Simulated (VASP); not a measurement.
# La (Fm-3m) in VASP: a series of runs, part 2 of 2

VASP 6.6.1.

## Step 3: Single point, LDA (volume scaled by 0.88)

File INCAR:

```
SYSTEM = La
PREC = Accurate ; ENCUT = 520
EDIFF = 1E-6 ; ISMEAR = -1
SIGMA = 0.1 ; LREAL = .FALSE.
LASPH = .TRUE. ; NELM = 60
ALGO = Normal ; ISIF = 2
LWAVE = .FALSE. ; LCHARG = .FALSE.
NBANDS = 12
```

File KPOINTS:

```
Automatic mesh
0
G
  12 12 12
  0 0 0
```

File POSCAR:

```
La
1.0
    0.0000000000      2.4142888510      2.4142888510
    2.4142888510      0.0000000000      2.4142888510
    2.4142888510      2.4142888510      0.0000000000
La
1
Direct
    0.0000000000      0.0000000000      0.0000000000
```

Potentials or basis: VASP PAW LDA potentials, release 64 (La).

Command:

```sh
$ cat potpaw_LDA.64/La/POTCAR > POTCAR
$ mpirun -np 1 vasp_std > vasp.out
```

OUTCAR:

```text
SYSTEM = La
   PREC = Accurate
   ENCUT = 520
   EDIFF = 1E-6
   ISMEAR = -1
   LREAL = .FALSE.
   LASPH = .TRUE.
   NELM = 60
   ISIF = 2

 ion  position               nearest neighbor table
   1  0.000  0.000  0.000-

  LATTYP: Found a face centered cubic cell.
 ALAT       =     4.8285777020

  Lattice vectors:

 A1 = (   0.0000000000,   2.4142888510,   2.4142888510)
 A2 = (   2.4142888510,   0.0000000000,   2.4142888510)
 A3 = (   2.4142888510,   2.4142888510,   0.0000000000)

Analysis of symmetry for initial positions (statically):
=====================================================================
 Subroutine PRICEL returns:
 Original cell was already a primitive cell.

 Routine SETGRP: Setting up the symmetry group for a
 face centered cubic supercell.

 Subroutine GETGRP returns: Found 48 space group operations
 (whereof 48 operations were pure point group operations)
 out of a pool of 48 trial point group operations.

The static configuration has the point symmetry O_h .

Analysis of symmetry for dynamics (positions and initial velocities):
=====================================================================
 Subroutine PRICEL returns:
 Original cell was already a primitive cell.

 Routine SETGRP: Setting up the symmetry group for a
 face centered cubic supercell.

 Subroutine GETGRP returns: Found 48 space group operations
 (whereof 48 operations were pure point group operations)
 out of a pool of 48 trial point group operations.

The dynamic configuration has the point symmetry O_h .

 Subroutine INISYM returns: Found 48 space group operations
 (whereof 48 operations are pure point group operations),
 and found     1 'primitive' translations

----------------------------------------------------------------------------------------

                                     Primitive cell

  volume of cell :      28.1448

  direct lattice vectors                    reciprocal lattice vectors
     0.000000000  2.414288851  2.414288851    -0.207100323  0.207100323  0.207100323
     2.414288851  0.000000000  2.414288851     0.207100323 -0.207100323  0.207100323
     2.414288851  2.414288851  0.000000000     0.207100323  0.207100323 -0.207100323

  length of vectors
     3.414320037  3.414320037  3.414320037     0.358708281  0.358708281  0.358708281

  position of ions in fractional coordinates (direct lattice)
     0.000000000  0.000000000  0.000000000

  ion indices of the primitive-cell ions
   primitive index   ion index
                 1           1

----------------------------------------------------------------------------------------

 KPOINTS: Automatic mesh

Automatic generation of k-mesh.
 Grid dimensions read from file:
 generate k-points for:   12   12   12

 Generating k-lattice:

  Cartesian coordinates                     Fractional coordinates (reciprocal lattice)
    -0.017258360  0.017258360  0.017258360     0.083333333  0.000000000  0.000000000
     0.017258360 -0.017258360  0.017258360     0.000000000  0.083333333  0.000000000
     0.017258360  0.017258360 -0.017258360     0.000000000  0.000000000  0.083333333

  Length of vectors
     0.029892357  0.029892357  0.029892357

  Shift w.r.t. Gamma in fractional coordinates (k-lattice)
     0.000000000  0.000000000  0.000000000

 Subroutine IBZKPT returns following result:
 ===========================================

 Found     72 irreducible k-points:

 Following reciprocal coordinates:
            Coordinates               Weight
  0.000000  0.000000  0.000000      1.000000
  0.083333  0.000000  0.000000      8.000000
  0.166667  0.000000  0.000000      8.000000
  0.250000  0.000000  0.000000      8.000000
  0.333333  0.000000  0.000000      8.000000
  0.416667  0.000000  0.000000      8.000000
[... 16 lines left out ...]
  0.500000  0.166667  0.000000     24.000000
 -0.416667  0.166667  0.000000     24.000000
 [... further k-points ...]
   k-points           NKPTS =     72   k-points in BZ     NKDIM =     72   number of bands    NBANDS=     12
   number of dos      NEDOS =    301   number of ions     NIONS =      1
   total plane-waves  NPLWV =  21952
   dimension x,y,z NGX =    28 NGY =   28 NGZ =   28
   dimension x,y,z NGXF=    56 NGYF=   56 NGZF=   56
   ions per type =               1
   NGX,Y,Z   is equivalent  to a cutoff of  13.63, 13.63, 13.63 a.u.
   NGXF,Y,Z  is equivalent  to a cutoff of  27.27, 27.27, 27.27 a.u.
 SYSTEM =  La
   PREC   = accura    normal or accurate (medium, high low for compatibility)
   ISTART =      0    job   : 0-new  1-cont  2-samecut
   ICHARG =      2    charge: 1-file 2-atom 10-const
   ISPIN  =      1    spin polarized calculation?
   LNONCOLLINEAR =      F non collinear calculations
   LSORBIT =      F    spin-orbit coupling
   LASPH  =      T    aspherical Exc in radial PAW
   ENCUT  =  520.0 eV  38.22 Ry    6.18 a.u.   6.35  6.35  6.35*2*pi/ulx,y,z
   NELM   =     60;   NELMIN=  2; NELMDL= -5     # of ELM steps
   EDIFF  = 0.1E-05   stopping-criterion for ELM
   LREAL  =      F    real-space projection
   EDIFFG = 0.1E-04   stopping-criterion for IOM
   NSW    =      0    number of steps for IOM
   IBRION =     -1    ionic relax: 0-MD 1-quasi-New 2-CG
   NFREE  =      0    steps in history (QN), initial steepest desc. (CG)
   ISIF   =      2    stress and relaxation
   ISYM   =      2    0-nonsym 1-usesym 2-fastsym
   POTIM  = 0.5000    time-step for ionic-motion
   TEBEG  =    0.0;   TEEND  =   0.0 temperature during run
   PSTRESS=    0.0 pullay stress
   NELECT =      11.0000    total number of electrons
   NUPDOWN=      -1.0000    fix difference up-down
   EMIN   =  10.00;   EMAX   =-10.00  energy-range for DOS
   EFERMI =   0.00;   METHOD = LEGACY
   ISMEAR =    -1;   SIGMA  =   0.10  broadening in eV -4-tet -1-fermi 0-gaus
   EFERMI_NEDOS =   21; number of points for ismear=-14 and -15
   IALGO  =     38    algorithm
   IMIX   =      4    mixing-type and parameters
     AMIX     =   0.40;   BMIX     =  1.00
     AMIX_MAG =   1.60;   BMIX_MAG =  1.00
  volume/ion in A,a.u.               =      28.14       189.93
  Fermi-wavevector in a.u.,A,eV,Ry     =   1.196942  2.261893 19.492666  1.432671
  Thomas-Fermi vector in A             =   2.332870
   LORBIT       =      0    0 simple, 1 ext, 2 COOP (PROOUT), +10 PAW based schemes
   GGA     = CA    functional components
   LHFCALC =     F    Hartree Fock is set to
   AEXX    =    0.0000 exact exchange contribution
   IVDW    =     0    specifies the selected vdW correction
   LEPSILON=     F    determine dielectric tensor
   LRPA    =     F    only Hartree local field effects (RPA)
 non-spin polarized calculation
  energy-cutoff  :      520.00
  volume of cell :       28.14
 maximum number of plane-waves:       769
 NGX is ok and might be reduce to    28
   NGX = 13   NGY = 13   NGZ = 13

 number of electron      11.0000000 magnetization

 Free energy of the ion-electron system (eV)
  ---------------------------------------------------
  ext. energy  EPLUGINS =         0.00000000
  ---------------------------------------------------
  free energy    TOTEN  =        -5.56240477 eV

  energy without entropy =       -5.50747876  energy(sigma->0) =       -5.53494176

 E-fermi :  10.6331     XC(G=0): -10.9439

 val. band max:       10.6193498316   @ k =   0.3333   0.1667   0.0000
 cond. band min:      10.6506290963   @ k =  -0.4167   0.1667   0.0000
 fundamental gap:      0.0312792647
 Fermi energy:        10.6330603732

 k-point     1 :       0.0000    0.0000    0.0000
  band No.  band energies     occupation
      1     -21.9356      2.00000
      2      -4.0517      2.00000
      3      -4.0517      2.00000
      4      -4.0517      2.00000
      5       7.9707      2.00000
      6      11.9150      0.00001
      7      12.3308      0.00000
      8      12.3308      0.00000
      9      12.3308      0.00000
     10      12.7600      0.00000
     11      12.7600      0.00000
     12      12.7600      0.00000
[... 331 lines left out ...]
 k-point    24 :      -0.4167    0.1667    0.0000
  band No.  band energies     occupation
      1     -21.3196      2.00000
      2      -6.7724      2.00000
      3      -5.0460      2.00000
      4      -4.5442      2.00000
      5       9.5346      1.99997
      6      10.6506      0.91238
      7      12.4073      0.00000
      8      12.7407      0.00000
      9      12.8344      0.00000
     10      12.9549      0.00000
     11      13.2630      0.00000
     12      13.5628      0.00000

 [... further k-points ...]

------------------------ aborting loop because EDIFF is reached ----------------------------------------

  FORCE on cell =-STRESS in cart. coord.  units (eV):
  Direction    XX          YY          ZZ          XY          YZ          ZX
  --------------------------------------------------------------------------------------
  -------------------------------------------------------------------------------------
  Total        0.8120418      0.8120418      0.8120418      0.0000000     -0.0000000      0.0000000
  in kB       46.2265282     46.2265282     46.2265282      0.0000000     -0.0000000      0.0000000
  external PRESSURE =      46.2265282 kB  Pullay stress =       0.0000000 kB

 VOLUME and BASIS-vectors are now :
 -----------------------------------------------------------------------------
  energy-cutoff  :      520.00
  volume of cell :       28.14
      direct lattice vectors                 reciprocal lattice vectors
     0.000000000  2.414288851  2.414288851    -0.207100323  0.207100323  0.207100323
     2.414288851  0.000000000  2.414288851     0.207100323 -0.207100323  0.207100323
     2.414288851  2.414288851  0.000000000     0.207100323  0.207100323 -0.207100323

 POSITION                                       TOTAL-FORCE (eV/Angst)
 -----------------------------------------------------------------------------------
      0.00000      0.00000      0.00000        -0.000000      0.000000     -0.000000
 -----------------------------------------------------------------------------------
    total drift:                                0.000000     -0.000000     -0.000000

  FREE ENERGIE OF THE ION-ELECTRON SYSTEM (eV)
  ---------------------------------------------------
  free  energy   TOTEN  =        -5.5624047710 eV

  energy  without entropy=       -5.5074787552  energy(sigma->0) =       -5.53494176
```

Wall time 37 s (1 thread of Intel Xeon Platinum 8175M at 2.50GHz (Skylake/Cascade Lake), shared host); peak memory 0.17 GiB.

What came out:

```
Free energy : -5.5624 eV
Pressure    : 4.6 GPa
```

Levels at points of the mesh, in eV from the Fermi level:
```
           k point  band 1  band 2  band 3  band 4  band 5  band 6  band 7  band 8  band 9  band 10
(0.00, 0.00, 0.00)  -32.57  -14.68  -14.68  -14.68   -2.66    1.28    1.70    1.70    1.70     2.13
(0.50, 0.00, 0.00)  -32.01  -17.65  -15.06  -15.06   -1.96    1.34    1.38    1.38    2.22     2.22
(0.50, 0.50, 0.00)  -31.82  -17.43  -15.75  -15.75   -2.76   -2.13    2.31    2.39    2.39     2.51
```

Caveat: spin-orbit coupling is left out, which moves the levels of the heavy elements.

## Step 4: Single point, LDA (volume scaled by 0.92)

File INCAR:

```
PREC = Accurate ; ENCUT = 520
EDIFF = 1E-7 ; ISMEAR = -1
SIGMA = 0.1 ; LREAL = False
LASPH = True ; NELM = 80
ALGO = Normal ; ISIF = 2
LWAVE = False ; LCHARG = False
NBANDS = 12
```

File KPOINTS:

```
regular mesh
0
Gamma
  12 12 12
```

File POSCAR:

```
La
1.0
    0.0000000000      2.4503283262      2.4503283262
    2.4503283262      0.0000000000      2.4503283262
    2.4503283262      2.4503283262      0.0000000000
La
1
Direct
    0.0000000000      0.0000000000      0.0000000000
```

Potentials or basis: VASP PAW LDA potentials, release 64 (La).

Command:

```sh
$ cat potpaw_LDA.64/La/POTCAR > POTCAR
$ mpirun -np 1 vasp_std > vasp.out
```

OUTCAR:

```text
PREC = Accurate
   ENCUT = 520
   EDIFF = 1E-7
   ISMEAR = -1
   LREAL = False
   LASPH = True
   NELM = 80
   ISIF = 2

 ion  position               nearest neighbor table
   1  0.000  0.000  0.000-

  LATTYP: Found a face centered cubic cell.
 ALAT       =     4.9006566524

  Lattice vectors:

 A1 = (   0.0000000000,   2.4503283262,   2.4503283262)
 A2 = (   2.4503283262,   0.0000000000,   2.4503283262)
 A3 = (   2.4503283262,   2.4503283262,   0.0000000000)

Analysis of symmetry for initial positions (statically):
=====================================================================
 Subroutine PRICEL returns:
 Original cell was already a primitive cell.

 Routine SETGRP: Setting up the symmetry group for a
 face centered cubic supercell.

 Subroutine GETGRP returns: Found 48 space group operations
 (whereof 48 operations were pure point group operations)
 out of a pool of 48 trial point group operations.

The static configuration has the point symmetry O_h .

Analysis of symmetry for dynamics (positions and initial velocities):
=====================================================================
 Subroutine PRICEL returns:
[... 167 lines left out ...]
      4      -4.7619      2.00000
      5       7.3026      2.00000
      6      11.3868      0.00001
      7      11.7715      0.00000
      8      11.7715      0.00000
      9      11.7715      0.00000
     10      12.1580      0.00000
     11      12.1580      0.00000
     12      12.1580      0.00000
[... 331 lines left out ...]
 k-point    24 :      -0.4167    0.1667    0.0000
  band No.  band energies     occupation
      1     -21.9299      2.00000
      2      -7.1921      2.00000
      3      -5.6437      2.00000
      4      -5.2010      2.00000
      5       9.0114      1.99996
      6      10.1501      0.75525
      7      11.8377      0.00000
      8      12.1309      0.00000
      9      12.2197      0.00000
     10      12.2957      0.00000
     11      12.6148      0.00000
     12      12.8884      0.00000

 [... further k-points ...]

------------------------ aborting loop because EDIFF is reached ----------------------------------------

  FORCE on cell =-STRESS in cart. coord.  units (eV):
  Direction    XX          YY          ZZ          XY          YZ          ZX
  --------------------------------------------------------------------------------------
  -------------------------------------------------------------------------------------
  Total        0.5378429      0.5378429      0.5378429      0.0000000      0.0000000     -0.0000000
  in kB       29.2862105     29.2862105     29.2862105      0.0000000      0.0000000     -0.0000000
  external PRESSURE =      29.2862105 kB  Pullay stress =       0.0000000 kB

 VOLUME and BASIS-vectors are now :
 -----------------------------------------------------------------------------
  energy-cutoff  :      520.00
  volume of cell :       29.42
      direct lattice vectors                 reciprocal lattice vectors
     0.000000000  2.450328326  2.450328326    -0.204054287  0.204054287  0.204054287
     2.450328326  0.000000000  2.450328326     0.204054287 -0.204054287  0.204054287
     2.450328326  2.450328326  0.000000000     0.204054287  0.204054287 -0.204054287

 POSITION                                       TOTAL-FORCE (eV/Angst)
 -----------------------------------------------------------------------------------
      0.00000      0.00000      0.00000        -0.000000     -0.000000      0.000000
 -----------------------------------------------------------------------------------
    total drift:                                0.000000      0.000000      0.000000

  FREE ENERGIE OF THE ION-ELECTRON SYSTEM (eV)
  ---------------------------------------------------
  free  energy   TOTEN  =        -5.5926014312 eV

  energy  without entropy=       -5.5378174369  energy(sigma->0) =       -5.56520943
```

OSZICAR:

```text
N       E                     dE             d eps       ncg     rms          rms(c)
DAV:   1     0.858834991769E+02    0.85883E+02   -0.38058E+03  1784   0.126E+03
DAV:   2    -0.112080379863E-01   -0.85895E+02   -0.81706E+02  2152   0.185E+02
DAV:   3    -0.537407095016E+01   -0.53629E+01   -0.51043E+01  2400   0.747E+01
DAV:   4    -0.564577914650E+01   -0.27171E+00   -0.26858E+00  3356   0.113E+01
DAV:   5    -0.565177017793E+01   -0.59910E-02   -0.59762E-02  2956   0.171E+00    0.311E+00
DAV:   6    -0.561421373593E+01    0.37556E-01   -0.15163E-02  3360   0.911E-01    0.178E+00
DAV:   7    -0.559302965574E+01    0.21184E-01   -0.10012E-02  3112   0.597E-01    0.189E-01
DAV:   8    -0.559257236264E+01    0.45729E-03   -0.55430E-04  3096   0.186E-01    0.268E-02
DAV:   9    -0.559258193714E+01   -0.95745E-05   -0.24740E-05  2972   0.231E-02    0.241E-02
DAV:  10    -0.559260210764E+01   -0.20171E-04   -0.13205E-05  3208   0.305E-02    0.116E-02
DAV:  11    -0.559260139267E+01    0.71498E-06   -0.22709E-06  3340   0.114E-02    0.346E-03
DAV:  12    -0.559260143121E+01   -0.38546E-07   -0.12847E-07  3256   0.370E-03
   1 F= -.55926014E+01 E0= -.55652094E+01  d E =-.547840E-01
```

stdout:

```text
POSCAR found type information on POSCAR La
 POSCAR found :  1 types and       1 ions
 scaLAPACK will be used
 LDA part: xc-table for (Slater(with rela. corr.)+CA(PZ))
 , standard interpolation
 POSCAR, INCAR and KPOINTS ok, starting setup
 FFT: planning ... GRIDC
 FFT: planning ... GRID_SOFT
 FFT: planning ... GRID
 WAVECAR not read
 entering main loop
```

Run time: 38 s. Hardware: 1 thread of Intel Xeon Platinum 8175M at 2.50GHz (Skylake/Cascade Lake), shared host; peak memory 0.17 GiB.

What came out:

```
Free energy : -5.5926 eV
Pressure    : 2.9 GPa
```

Caveat: spin-orbit coupling is left out, which moves the levels of the heavy elements.

## Step 5: The runs side by side

```csv
cell,k mesh,gap on the mesh (eV),pressure (GPa)
"a = 3.563 Å, angles 60.0°, 1 atom",10 × 10 × 10,none,-0.1
"a = 3.414 Å, angles 60.0°, 1 atom",12 × 12 × 12,none,4.6
"a = 3.465 Å, angles 60.0°, 1 atom",12 × 12 × 12,none,2.9
```

Alike in all rows: task single point; level LDA; potentials or basis VASP PAW LDA potentials, release 64 (La); no spin polarisation; cutoff (eV) 520; smearing fermi-dirac 0.1 eV.

Caveats: spin-orbit coupling is left out, which moves the levels of the heavy elements.

Absolute energies hang on the potentials; compare differences alone.
